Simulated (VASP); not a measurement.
# Hf (Im-3m) in VASP: notebook, part 2 of 2

VASP 6.6.1. The steps go on from the part before.

**3. Relaxation of cell and atoms, PBEsol, target pressure 5 GPa, at which the enthalpy is minimised**

INCAR

```
SYSTEM = Hf
PREC     = Accurate       ! precision mode
ENCUT    = 600            ! plane-wave cutoff, eV
EDIFF    = 1E-6           ! SCF threshold, eV
ISMEAR   = -1             ! smearing method
SIGMA    = 0.05           ! smearing width, eV
LREAL    = .False.        ! projectors in reciprocal space
LASPH    = .True.         ! aspherical terms in the spheres
NELM     = 60             ! most SCF steps
ALGO     = Normal         ! electronic algorithm
ISIF     = 3              ! what is computed and relaxed
LWAVE    = .False.        ! write WAVECAR
LCHARG   = .False.        ! write CHGCAR
GGA      = PS             ! functional
IBRION   = 2              ! ionic algorithm
NSW      = 60             ! ionic steps
EDIFFG   = -0.01          ! ionic threshold
PSTRESS  = 50.0
```

KPOINTS

```
regular mesh
0
Gamma
  10 10 10
  0 0 0
```

POSCAR

```
Hf
1.0
   -1.8050000000      1.8050000000      1.8050000000
    1.8050000000     -1.8050000000      1.8050000000
    1.8050000000      1.8050000000     -1.8050000000
Hf
1
Direct
    0.0000000000      0.0000000000      0.0000000000
```

Potentials or basis: VASP PAW PBE potentials, release 64 (Hf_pv).

Launch:

```console
cat potpaw_PBE.64/Hf_pv/POTCAR > POTCAR
mpirun -np 1 vasp_std > vasp.out
```

OUTCAR:

```text
SYSTEM = Hf
   PREC = Accurate
   ENCUT = 600
   EDIFF = 1E-6
   ISMEAR = -1
   LREAL = .False.
   LASPH = .True.
   NELM = 60
   ISIF = 3
   GGA = PS
   IBRION = 2
   NSW = 60
   EDIFFG = -0.01
   PSTRESS = 50.0

 ion  position               nearest neighbor table
   1  0.000  0.000  0.000-

  LATTYP: Found a body centered cubic cell.
 ALAT       =     3.6100000000

  Lattice vectors:

 A1 = (  -1.8050000000,   1.8050000000,   1.8050000000)
 A2 = (   1.8050000000,  -1.8050000000,   1.8050000000)
 A3 = (   1.8050000000,   1.8050000000,  -1.8050000000)

Analysis of symmetry for initial positions (statically):
=====================================================================
 Subroutine PRICEL returns:
 Original cell was already a primitive cell.

 Routine SETGRP: Setting up the symmetry group for a
 body centered cubic supercell.

 Subroutine GETGRP returns: Found 48 space group operations
[... 9 lines left out ...]

 Routine SETGRP: Setting up the symmetry group for a
 body centered cubic supercell.

 Subroutine GETGRP returns: Found 48 space group operations
[... 11 lines left out ...]
                                     Primitive cell

  volume of cell :      23.5229

  direct lattice vectors                    reciprocal lattice vectors
    -1.805000000  1.805000000  1.805000000     0.000000000  0.277008310  0.277008310
     1.805000000 -1.805000000  1.805000000     0.277008310  0.000000000  0.277008310
     1.805000000  1.805000000 -1.805000000     0.277008310  0.277008310  0.000000000

  length of vectors
     3.126351708  3.126351708  3.126351708     0.391748909  0.391748909  0.391748909

  position of ions in fractional coordinates (direct lattice)
     0.000000000  0.000000000  0.000000000

  ion indices of the primitive-cell ions
   primitive index   ion index
                 1           1

----------------------------------------------------------------------------------------
[... 95 lines left out ...]
   GGA     = PS    functional components
   LHFCALC =     F    Hartree Fock is set to
   AEXX    =    0.0000 exact exchange contribution
   IVDW    =     0    specifies the selected vdW correction
   LEPSILON=     F    determine dielectric tensor
   LRPA    =     F    only Hartree local field effects (RPA)
 conjugate gradient relaxation of ions
 non-spin polarized calculation
  energy-cutoff  :      600.00
  volume of cell :       23.52
 maximum number of plane-waves:       802
 NGX is ok and might be reduce to    28
   NGX = 13   NGY = 13   NGZ = 13

--------------------------------------- Ionic step        1  -------------------------------------------

 number of electron      10.0000000 magnetization

 number of electron       9.9999999 magnetization

 Free energy of the ion-electron system (eV)
  ---------------------------------------------------
  ext. energy  EPLUGINS =         0.00000000
  ---------------------------------------------------
  free energy    TOTEN  =       -10.27226682 eV

  energy without entropy =      -10.25712275  energy(sigma->0) =      -10.26469479

------------------------ aborting loop because EDIFF is reached ----------------------------------------

  FORCE on cell =-STRESS in cart. coord.  units (eV):
  Direction    XX          YY          ZZ          XY          YZ          ZX
  --------------------------------------------------------------------------------------
  -------------------------------------------------------------------------------------
  Total       -1.3670591     -1.3670591     -1.3670591      0.0000000     -0.0000000      0.0000000
  in kB      -93.1121292    -93.1121292    -93.1121292      0.0000000     -0.0000000      0.0000000
  external PRESSURE =    -143.1121292 kB  Pullay stress =      50.0000000 kB
[... 98 lines left out ...]
--------------------------------------- Ionic step        4  -------------------------------------------

 number of electron      10.0000000 magnetization

 Free energy of the ion-electron system (eV)
  ---------------------------------------------------
  ext. energy  EPLUGINS =         0.00000000
  ---------------------------------------------------
  free energy    TOTEN  =       -10.32948133 eV

  energy without entropy =      -10.31591372  energy(sigma->0) =      -10.32269753

 E-fermi :   5.1045     XC(G=0): -11.8302

 val. band max:        5.0615337387   @ k =   0.3000   0.2000   0.1000
 cond. band min:       5.1191859116   @ k =   0.2000   0.2000   0.0000
 fundamental gap:      0.0576521728
 Fermi energy:         5.1044527826

 k-point     1 :       0.0000    0.0000    0.0000
  band No.  band energies     occupation
      1     -24.3386      2.00000
      2     -24.3386      2.00000
      3     -24.3386      2.00000
      4      -2.2745      2.00000
      5       6.6459      0.00000
      6       6.6459      0.00000
      7       6.6459      0.00000
      8       9.7240      0.00000
      9       9.7240      0.00000
[... 265 lines left out ...]
 k-point    24 :      -0.3000    0.3000    0.1000
  band No.  band energies     occupation
      1     -25.0819      2.00000
      2     -24.6162      2.00000
      3     -24.4287      2.00000
      4       0.8924      2.00000
      5       5.2451      0.11333
      6       5.4065      0.00475
      7       8.2572      0.00000
      8       9.9534      0.00000
      9      10.6999      0.00000

 [... further k-points ...]
[... 5 lines left out ...]
  --------------------------------------------------------------------------------------
  -------------------------------------------------------------------------------------
  Total        0.6267082      0.6267082      0.6267082      0.0000000      0.0000000     -0.0000000
  in kB       49.3393512     49.3393512     49.3393512      0.0000000      0.0000000     -0.0000000
  external PRESSURE =      -0.6606488 kB  Pullay stress =      50.0000000 kB
[... 20 lines left out ...]
  energy  without entropy=      -10.3159137185  energy(sigma->0) =      -10.32269753

  enthalpy is  TOTEN    =        -9.6943815401 eV   P V=        0.6350997943

 reached required accuracy - stopping structural energy minimisation
```

OSZICAR:

```text
N       E                     dE             d eps       ncg     rms          rms(c)
DAV:   1     0.724381881555E+01    0.72438E+01   -0.65714E+03   846   0.115E+03
DAV:   2    -0.103508396724E+02   -0.17595E+02   -0.17053E+02  1266   0.140E+02
DAV:   3    -0.106894867863E+02   -0.33865E+00   -0.33451E+00  1025   0.140E+01
DAV:   4    -0.106912860744E+02   -0.17993E-02   -0.17984E-02   999   0.105E+00
[... 27 lines left out ...]
       N       E                     dE             d eps       ncg     rms          rms(c)
DAV:   1    -0.103300310578E+02    0.15809E-02   -0.14161E-02   847   0.111E+00    0.211E-01
DAV:   2    -0.103296081130E+02    0.42294E-03   -0.56099E-04   853   0.231E-01    0.794E-02
DAV:   3    -0.103294814894E+02    0.12662E-03   -0.39285E-04   860   0.170E-01    0.373E-02
DAV:   4    -0.103294813344E+02    0.15503E-06   -0.35225E-06   953   0.198E-02
   4 F= -.96943815E+01 E0= -.96875977E+01  d E =-.156208E+00
```

Wall time 42 s (1 thread of AMD EPYC 7R43 (Zen 3), shared host); peak memory 0.14 GiB.

What came out:

- Free energy: -10.3295 eV
- Relaxed volume: 20.35 Å³/atom
- Relaxed cell: a = 2.979 Å, b = 2.979 Å, c = 2.979 Å, α = 109.47°, β = 109.47°, γ = 109.47°
- Space group after relaxing (to 0.05 Å): Im-3m (No. 229)
- Energy change on relaxing (the enthalpy is what falls): -57.2 meV/atom
- Ionic steps: 4
- Pressure after relaxing: 4.9 GPa
- Band gap on the k mesh: zero (band 5 reaches 6.65 eV, above the bottom of band 6 at 4.23 eV)

The path:
| step | energy change (eV) | largest force (eV/Å) | pressure (GPa) | volume (Å³) |
| --- | --- | --- | --- | --- |
| 1 | 0.0000 | 0.0000 | -9.31 | 23.52 |
| 2 | 0.2880 | 0.0000 | 32.18 | 17.07 |
| 3 | -0.0593 | 0.0000 | 4.53 | 20.42 |
| 4 | -0.0572 | 0.0000 | 4.93 | 20.35 |

Final structure:
```cif
data_structure
_symmetry_space_group_name_H-M 'P 1'
_symmetry_Int_Tables_number 1
_cell_length_a 2.9790
_cell_length_b 2.9790
_cell_length_c 2.9790
_cell_angle_alpha 109.471
_cell_angle_beta 109.471
_cell_angle_gamma 109.471
_cell_volume 20.35
loop_
_atom_site_label
_atom_site_type_symbol
_atom_site_fract_x
_atom_site_fract_y
_atom_site_fract_z
_atom_site_occupancy
Hf1 Hf 0.00000 0.00000 0.00000 1
```

Levels at points of the mesh, in eV from the Fermi level:
| k point | band 2 | band 3 | band 4 | band 5 | band 6 | band 7 | band 8 | band 9 |
| --- | --- | --- | --- | --- | --- | --- | --- | --- |
| (0.00, 0.00, 0.00) | -29.44 | -29.44 | -7.38 | 1.54 | 1.54 | 1.54 | 4.62 | 4.62 |
| (0.50, 0.00, 0.00) | -29.80 | -29.45 | -3.72 | -0.72 | 1.46 | 4.50 | 5.61 | 8.46 |
| (0.50, 0.50, 0.50) | -30.22 | -30.22 | -3.04 | -3.04 | 7.49 | 7.49 | 7.49 | 7.99 |

Caveat: the cell is relaxed towards a set pressure, so the enthalpy falls and the energy may rise; the PAW data sets were made with another functional, which shifts forces and pressure a little; spin-orbit coupling is left out, which moves the levels of the heavy elements.
